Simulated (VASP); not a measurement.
# Bi2Te3 (P-1) in VASP: notebook

Runs on Bi2Te3. Level: PBE. Tasks: electric field gradients.

Everything below comes from runs of VASP 6.6.1. Logs are shortened: lines on timing, memory, paths and dates and some standing lists are left out, and cuts for length are marked.

### 1 The cell of the first run

The typed cell holds 5 atoms: a = 10.550 Å, b = 10.454 Å, c = 10.428 Å, α = 24.04°, β = 24.34°, γ = 24.10°.

### 2 Electric field gradients, PBE (equal xy, yz and zx shear strains of +2 %)

Input file INCAR:

```
ALGO = Normal ; EDIFF = 1E-8
ENCUT = 520 ; GGA = PE
ISIF = 2 ; ISMEAR = -1
KPAR = 4 ; LASPH = T
LCHARG = F ; LEFG = T
LREAL = F ; LWAVE = F
NBANDS = 32 ; NELM = 100
PREC = Accurate ; SIGMA = 0.08
```

Input file KPOINTS:

```
k-points
0
Gamma
  7 7 7
```

Input file POSCAR:

```
Bi2Te3
1.0
    2.3073185530      1.3897161683     10.2002613002
   -2.0786825638      1.3458561571     10.1564012890
    0.0763341108     -2.4306022254     10.1403474108
Bi Te
2 3
Direct
    0.4000000000      0.4000000000      0.4000000000
    0.6000000000      0.6000000000      0.6000000000
    0.0000000000      0.0000000000      0.0000000000
    0.2095000000      0.2095000000      0.2095000000
    0.7905000000      0.7905000000      0.7905000000
```

Potentials or basis: VASP PAW PBE potentials, release 64 (Bi_d, Te).

Launch:

```sh
cat potpaw_PBE.64/Bi_d/POTCAR potpaw_PBE.64/Te/POTCAR > POTCAR
mpirun -np 4 vasp_std > vasp.out
```

OUTCAR:

```text
EDIFF = 1E-8
   ENCUT = 520
   GGA = PE
   ISIF = 2
   ISMEAR = -1
   LASPH = T
   LREAL = F
   NELM = 100
   PREC = Accurate

 ion  position               nearest neighbor table
   1  0.400  0.400  0.400-   5 3.05   5 3.07   5 3.10   3 3.22   3 3.24   3 3.28
   2  0.600  0.600  0.600-   4 3.05   4 3.07   4 3.10   3 3.22   3 3.24   3 3.28
   3  0.000  0.000  0.000-   2 3.22   1 3.22   1 3.24   2 3.24   2 3.28   1 3.28
   4  0.209  0.209  0.209-   2 3.05   2 3.07   2 3.10   5 3.60   5 3.64   5 3.68
   5  0.791  0.791  0.791-   1 3.05   1 3.07   1 3.10   4 3.60   4 3.64   4 3.68

  LATTYP: Found a triclinic cell.
 ALAT       =     4.3481021733
 B/A-ratio  =     1.0088170701
 C/A-ratio  =     2.3982559027
 COS(alpha) =     0.0147121458
 COS(beta)  =     0.2024810853
 COS(gamma) =     0.4868514561

  Lattice vectors:

 A1 = (   2.1550166746,  -3.7764583825,  -0.0160538782)
 A2 = (   4.3860011168,   0.0438600112,   0.0438600112)
 A3 = (   0.0763341108,  -2.4306022254,  10.1403474108)

Analysis of symmetry for initial positions (statically):
=====================================================================
 Subroutine PRICEL returns:
 Original cell was already a primitive cell.

 Routine SETGRP: Setting up the symmetry group for a
 triclinic supercell.

 Subroutine GETGRP returns: Found  2 space group operations
 (whereof  2 operations were pure point group operations)
 out of a pool of  2 trial point group operations.

The static configuration has the point symmetry S_2 .

Analysis of symmetry for dynamics (positions and initial velocities):
=====================================================================
 Subroutine PRICEL returns:
 Original cell was already a primitive cell.

 Routine SETGRP: Setting up the symmetry group for a
 triclinic supercell.

 Subroutine GETGRP returns: Found  2 space group operations
 (whereof  2 operations were pure point group operations)
 out of a pool of  2 trial point group operations.

The dynamic configuration has the point symmetry S_2 .

 Subroutine INISYM returns: Found  2 space group operations
 (whereof  2 operations are pure point group operations),
 and found     1 'primitive' translations

----------------------------------------------------------------------------------------

                                     Primitive cell

  volume of cell :     169.3069

  direct lattice vectors                    reciprocal lattice vectors
     2.307318553  1.389716168 10.200261300     0.226414984  0.129078273  0.029235167
    -2.078682564  1.345856157 10.156401289    -0.229671567  0.133593982  0.033750876
     0.076334111 -2.430602225 10.140347411     0.002282427 -0.263646411  0.035403740

  length of vectors
    10.549898603 10.453934051 10.427861702     0.262258728  0.267834841  0.266022676

  position of ions in fractional coordinates (direct lattice)
     0.400000000  0.400000000  0.400000000
     0.600000000  0.600000000  0.600000000
     0.000000000  0.000000000  0.000000000
     0.209500000  0.209500000  0.209500000
     0.790500000  0.790500000  0.790500000

  ion indices of the primitive-cell ions
   primitive index   ion index
                 1           1
                 2           2
                 3           3
                 4           4
                 5           5

----------------------------------------------------------------------------------------

 KPOINTS: k-points

Automatic generation of k-mesh.
 Grid dimensions read from file:
 generate k-points for:    7    7    7

 Generating k-lattice:

  Cartesian coordinates                     Fractional coordinates (reciprocal lattice)
     0.032344998  0.018439753  0.004176452     0.142857143  0.000000000  0.000000000
    -0.032810224  0.019084855  0.004821554     0.000000000  0.142857143  0.000000000
     0.000326061 -0.037663773  0.005057677     0.000000000  0.000000000  0.142857143

  Length of vectors
     0.037465533  0.038262120  0.038003239

  Shift w.r.t. Gamma in fractional coordinates (k-lattice)
     0.000000000  0.000000000  0.000000000

 Subroutine IBZKPT returns following result:
 ===========================================

 Found    172 irreducible k-points:

 Following reciprocal coordinates:
            Coordinates               Weight
  0.000000  0.000000  0.000000      1.000000
  0.142857  0.000000  0.000000      2.000000
  0.285714  0.000000 -0.000000      2.000000
  0.428571 -0.000000 -0.000000      2.000000
 -0.000000  0.142857 -0.000000      2.000000
  0.142857  0.142857 -0.000000      2.000000
[... 16 lines left out ...]
 -0.428571  0.428571 -0.000000      2.000000
 -0.285714  0.428571 -0.000000      2.000000
 [... further k-points ...]
   k-points           NKPTS =    172   k-points in BZ     NKDIM =    172   number of bands    NBANDS=     32
   number of dos      NEDOS =    301   number of ions     NIONS =      5
   total plane-waves  NPLWV = 512000
   dimension x,y,z NGX =    80 NGY =   80 NGZ =   80
   dimension x,y,z NGXF=   160 NGYF=  160 NGZF=  160
   ions per type =               2   3
   NGX,Y,Z   is equivalent  to a cutoff of  12.61, 12.72, 12.75 a.u.
   NGXF,Y,Z  is equivalent  to a cutoff of  25.21, 25.44, 25.51 a.u.
 SYSTEM =  unknown system
   PREC   = accura    normal or accurate (medium, high low for compatibility)
   ISTART =      0    job   : 0-new  1-cont  2-samecut
   ICHARG =      2    charge: 1-file 2-atom 10-const
   ISPIN  =      1    spin polarized calculation?
   LNONCOLLINEAR =      F non collinear calculations
   LSORBIT =      F    spin-orbit coupling
   LASPH  =      T    aspherical Exc in radial PAW
   ENCUT  =  520.0 eV  38.22 Ry    6.18 a.u.  19.62 19.44 19.39*2*pi/ulx,y,z
   NELM   =    100;   NELMIN=  2; NELMDL= -5     # of ELM steps
   EDIFF  = 0.1E-07   stopping-criterion for ELM
   LREAL  =      F    real-space projection
   EDIFFG = 0.1E-06   stopping-criterion for IOM
   NSW    =      0    number of steps for IOM
   IBRION =     -1    ionic relax: 0-MD 1-quasi-New 2-CG
   NFREE  =      0    steps in history (QN), initial steepest desc. (CG)
   ISIF   =      2    stress and relaxation
   ISYM   =      2    0-nonsym 1-usesym 2-fastsym
   POTIM  = 0.5000    time-step for ionic-motion
   TEBEG  =    0.0;   TEEND  =   0.0 temperature during run
   PSTRESS=    0.0 pullay stress
   NELECT =      48.0000    total number of electrons
   NUPDOWN=      -1.0000    fix difference up-down
   EMIN   =  10.00;   EMAX   =-10.00  energy-range for DOS
   EFERMI =   0.00;   METHOD = LEGACY
   ISMEAR =    -1;   SIGMA  =   0.08  broadening in eV -4-tet -1-fermi 0-gaus
   EFERMI_NEDOS =   21; number of points for ismear=-14 and -15
   IALGO  =     38    algorithm
   IMIX   =      4    mixing-type and parameters
     AMIX     =   0.40;   BMIX     =  1.00
     AMIX_MAG =   1.60;   BMIX_MAG =  1.00
  volume/ion in A,a.u.               =      33.86       228.51
  Fermi-wavevector in a.u.,A,eV,Ry     =   1.075467  2.032338 15.736891  1.156629
  Thomas-Fermi vector in A             =   2.211324
   LORBIT       =      0    0 simple, 1 ext, 2 COOP (PROOUT), +10 PAW based schemes
   GGA     = PE    functional components
   LHFCALC =     F    Hartree Fock is set to
   AEXX    =    0.0000 exact exchange contribution
   IVDW    =     0    specifies the selected vdW correction
   LEPSILON=     F    determine dielectric tensor
   LRPA    =     F    only Hartree local field effects (RPA)
 non-spin polarized calculation
  energy-cutoff  :      520.00
  volume of cell :      169.31
 maximum number of plane-waves:      4583
   NGX = 39   NGY = 39   NGZ = 39

 number of electron      48.0000004 magnetization

 Free energy of the ion-electron system (eV)
  ---------------------------------------------------
  ext. energy  EPLUGINS =         0.00000000
  ---------------------------------------------------
  free energy    TOTEN  =       -18.31709294 eV

  energy without entropy =      -18.31543213  energy(sigma->0) =      -18.31626254

 E-fermi :   6.3649     XC(G=0):  -9.3305

 val. band max:        6.2288362691   @ k =   0.0000   0.0000   0.0000
 cond. band min:       6.4928333929   @ k =   0.0000   0.0000   0.0000
 fundamental gap:      0.2639971239
 Fermi energy:         6.3648938946

 k-point     1 :       0.0000    0.0000    0.0000
  band No.  band energies     occupation
      1     -16.9935      2.00000
      2     -16.9922      2.00000
      3     -16.9907      2.00000
      4     -16.9895      2.00000
      5     -16.9836      2.00000
      6     -16.9826      2.00000
[... 24 lines left out ...]
     31      11.0406      0.00000
     32      11.5662      0.00000

 k-point     2 :       0.1429    0.0000    0.0000
  band No.  band energies     occupation
      1     -16.9940      2.00000
      2     -16.9928      2.00000
      3     -16.9898      2.00000
      4     -16.9887      2.00000
      5     -16.9832      2.00000
      6     -16.9818      2.00000
[... 24 lines left out ...]
     31      10.5187      0.00000
     32      11.1797      0.00000

 k-point     3 :       0.2857    0.0000   -0.0000
  band No.  band energies     occupation
      1     -16.9973      2.00000
      2     -16.9956      2.00000
      3     -16.9879      2.00000
      4     -16.9865      2.00000
      5     -16.9853      2.00000
      6     -16.9830      2.00000
[... 24 lines left out ...]
     31      10.4101      0.00000
     32      11.5305      0.00000

 k-point     4 :       0.4286   -0.0000   -0.0000
  band No.  band energies     occupation
      1     -17.0006      2.00000
      2     -16.9983      2.00000
      3     -16.9875      2.00000
      4     -16.9875      2.00000
      5     -16.9850      2.00000
      6     -16.9847      2.00000
[... 654 lines left out ...]
     31      10.7294      0.00000
     32      11.8940      0.00000

 k-point    23 :      -0.4286    0.4286   -0.0000
  band No.  band energies     occupation
      1     -17.0014      2.00000
      2     -16.9988      2.00000
      3     -16.9860      2.00000
      4     -16.9829      2.00000
      5     -16.9808      2.00000
      6     -16.9800      2.00000
[... 24 lines left out ...]
     31      10.9259      0.00000
     32      12.3021      0.00000

 k-point    24 :      -0.2857    0.4286   -0.0000
  band No.  band energies     occupation
      1     -16.9975      2.00000
      2     -16.9964      2.00000
      3     -16.9889      2.00000
      4     -16.9859      2.00000
      5     -16.9807      2.00000
      6     -16.9794      2.00000
[... 24 lines left out ...]
     31      11.1509      0.00000
     32      11.5358      0.00000

 [... further k-points ...]

------------------------ aborting loop because EDIFF is reached ----------------------------------------

  FORCE on cell =-STRESS in cart. coord.  units (eV):
  Direction    XX          YY          ZZ          XY          YZ          ZX
  --------------------------------------------------------------------------------------
  -------------------------------------------------------------------------------------
  Total        2.6758569      1.5326933      1.8955093     -0.0935618     -1.1503357     -0.6049097
  in kB       25.3220463     14.5041124     17.9374963     -0.8853896    -10.8858034     -5.7243532
  external PRESSURE =      19.2545517 kB  Pullay stress =       0.0000000 kB

 VOLUME and BASIS-vectors are now :
 -----------------------------------------------------------------------------
  energy-cutoff  :      520.00
  volume of cell :      169.31
      direct lattice vectors                 reciprocal lattice vectors
     2.307318553  1.389716168 10.200261300     0.226414984  0.129078273  0.029235167
    -2.078682564  1.345856157 10.156401289    -0.229671567  0.133593982  0.033750876
     0.076334111 -2.430602225 10.140347411     0.002282427 -0.263646411  0.035403740

 POSITION                                       TOTAL-FORCE (eV/Angst)
 -----------------------------------------------------------------------------------
      0.12199      0.12199     12.19880         0.028036      0.053707      0.028996
      0.18298      0.18298     18.29821        -0.028036     -0.053707     -0.028996
      0.00000      0.00000      0.00000        -0.000000      0.000000      0.000000
      0.06389      0.06389      6.38912         0.069612      0.132925      0.026962
      0.24108      0.24108     24.10789        -0.069612     -0.132925     -0.026962
 -----------------------------------------------------------------------------------
    total drift:                               -0.000000     -0.000000     -0.000000

  FREE ENERGIE OF THE ION-ELECTRON SYSTEM (eV)
  ---------------------------------------------------
  free  energy   TOTEN  =       -18.3170929425 eV

  energy  without entropy=      -18.3154321304  energy(sigma->0) =      -18.31626254

 Electric field gradients (V/A^2)
---------------------------------------------------------------------
 ion       V_xx      V_yy      V_zz      V_xy      V_xz      V_yz
---------------------------------------------------------------------
   1     -33.817     7.314    26.503     0.234    17.895    36.008
   2     -33.817     7.314    26.503     0.234    17.895    36.008
   3     -46.978   -46.993    93.972    13.583    10.635    11.712
   4      -6.256    -3.619     9.875     9.999    12.699    13.833
   5      -6.256    -3.619     9.875     9.999    12.699    13.833
---------------------------------------------------------------------

 Electric field gradients after diagonalization (V/A^2)
 (convention: |V_zz| > |V_xx| > |V_yy|)
----------------------------------------------------------------------
 ion       V_xx      V_yy      V_zz     asymmetry (V_yy - V_xx)/ V_zz
----------------------------------------------------------------------
   1     -41.419   -15.066    56.485       0.467
   2     -41.419   -15.066    56.485       0.467
   3     -60.573   -35.333    95.906       0.263
   4     -15.048   -11.388    26.436       0.138
   5     -15.048   -11.388    26.436       0.138
----------------------------------------------------------------------

           NMR quadrupolar parameters

 Cq : quadrupolar parameter    Cq=e*Q*V_zz/h
 eta: asymmetry parameters     (V_yy - V_xx)/ V_zz
 Q  : nuclear electric quadrupole moment in mb (millibarn)
----------------------------------------------------------------------
 ion       Cq(MHz)       eta       Q (mb)
----------------------------------------------------------------------
   1       0.137       0.467       1.000
   2       0.137       0.467       1.000
   3       0.232       0.263       1.000
   4       0.064       0.138       1.000
   5       0.064       0.138       1.000
----------------------------------------------------------------------
```

Run time: 35 min. Hardware: 4 MPI ranks of Oxide Virtual Turin-like, shared host; peak memory 1.5 GiB.

Results:

```yaml
Free_energy: -18.3171 eV
Pressure: 1.9 GPa
Largest_force: 0.152 eV/Å
Band_gap_on_the_k_mesh: 0.26 eV
Largest_electric_field_gradient_by_atom: Bi +56.5; Te +95.9, +26.4 (each value once) V/Å²
```

Forces in eV/Å, atoms in the order of the input:
```
Bi   0.028  0.054  0.029
Bi  -0.028 -0.054 -0.029
Te   0.000  0.000  0.000
Te   0.070  0.133  0.027
Te  -0.070 -0.133 -0.027
```

Electric field gradients, principal values (V/Å²):
| atom | least | middle | greatest (by size) |
| --- | --- | --- | --- |
| 1 Bi | -15.066 | -41.419 | 56.485 |
| 2 Bi | -15.066 | -41.419 | 56.485 |
| 3 Te | -35.333 | -60.573 | 95.906 |
| 4 Te | -11.388 | -15.048 | 26.436 |
| 5 Te | -11.388 | -15.048 | 26.436 |

Caveat: the cell differs from its parent crystal (equal xy, yz and zx shear strains of +2 %); without QUAD_EFG the Cq values of the log hold for a quadrupole moment of 1 mb, not for the nuclei; spin-orbit coupling is left out, which moves the levels of the heavy elements. A k mesh can miss the band edges.

(Continued in part 2 of 2.)
